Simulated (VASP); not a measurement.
Wanted: the native input for a VASP 6.6.1 run.

| Quantity | Value |
| --- | --- |
| Task | single point |
| Functional | r2SCAN |
| Potentials or basis | VASP PAW PBE potentials, release 64 (F, Cs_sv, H) |
| Cutoff | 520 eV |
| k mesh | 8 × 8 × 8 |
| Occupations | fermi-dirac, width 0.1 eV |
| Spin | no spin polarisation |
| Dipole correction | no |
| Further INCAR settings | ALGO = Normal; EDIFF = 1e-06; NBANDS = 19 |

CsH4F:

```xyz
6
Lattice="5.0989 0.0000 0.0000 0.0000 5.0989 0.0000 0.0000 0.0000 5.0989" Properties=species:S:1:pos:R:3 pbc="T T T"
F     0.0000    0.0000    0.0000
Cs    2.5494    2.5494    2.5494
H     0.8677    0.8677    0.8677
H     0.8677    4.2311    4.2311
H     4.2311    4.2311    0.8677
H     4.2311    0.8677    4.2311
```

These files were run (other wordings do the same):

POSCAR

```
CsH4F
1.0
    5.0988598321      0.0000000000      0.0000000000
    0.0000000000      5.0988598321      0.0000000000
    0.0000000000      0.0000000000      5.0988598321
F Cs H
1 1 4
Direct
    0.0000000000      0.0000000000      0.0000000000
    0.5000000000      0.5000000000      0.5000000000
    0.1701826573      0.1701826573      0.1701826573
    0.1701826573      0.8298173427      0.8298173427
    0.8298173427      0.8298173427      0.1701826573
    0.8298173427      0.1701826573      0.8298173427
```

INCAR.step1

```
PREC = Accurate ; ENCUT = 520
ISMEAR = -1 ; SIGMA = 0.1
LREAL = F ; LASPH = T
NELM = 60 ; NBANDS = 19
GGA = PE ; ALGO = Normal
EDIFF = 1E-4 ; LWAVE = T
LCHARG = F
```

INCAR.step2

```
PREC = Accurate ; ENCUT = 520
EDIFF = 1E-6 ; ISMEAR = -1
SIGMA = 0.1 ; LREAL = F
LASPH = T ; NELM = 60
ALGO = Normal ; ISIF = 2
LWAVE = F ; LCHARG = T
METAGGA = R2SCAN ; LMIXTAU = T
LELF = T ; LVHAR = T
NBANDS = 19 ; ISTART = 1
```

KPOINTS

```
Automatic mesh
0
Gamma
  8 8 8
```

Potentials or basis: VASP PAW PBE potentials, release 64 (F, Cs_sv, H).

Launch:

```console
$ cat potpaw_PBE.64/F/POTCAR potpaw_PBE.64/Cs_sv/POTCAR potpaw_PBE.64/H/POTCAR > POTCAR
$ cp INCAR.step1 INCAR
$ mpirun -np 1 vasp_std > vasp.out
$ cp INCAR.step2 INCAR
$ mpirun -np 1 vasp_std > vasp.out
```

It gave:

| Item | Value |
| --- | --- |
| Pressure | -0.1 GPa |
| Band gap on the k mesh | zero (bands 10 and 11 overlap by 0.70 eV) |

Caveat: the PAW data sets were made with another functional, which shifts forces and pressure a little; spin-orbit coupling is left out, which moves the levels of the heavy elements.

Run time: 110 s on 1 thread of Intel(R) Xeon(R) 6975P-C (Granite Rapids), on a shared host, peak memory 0.3 GiB.
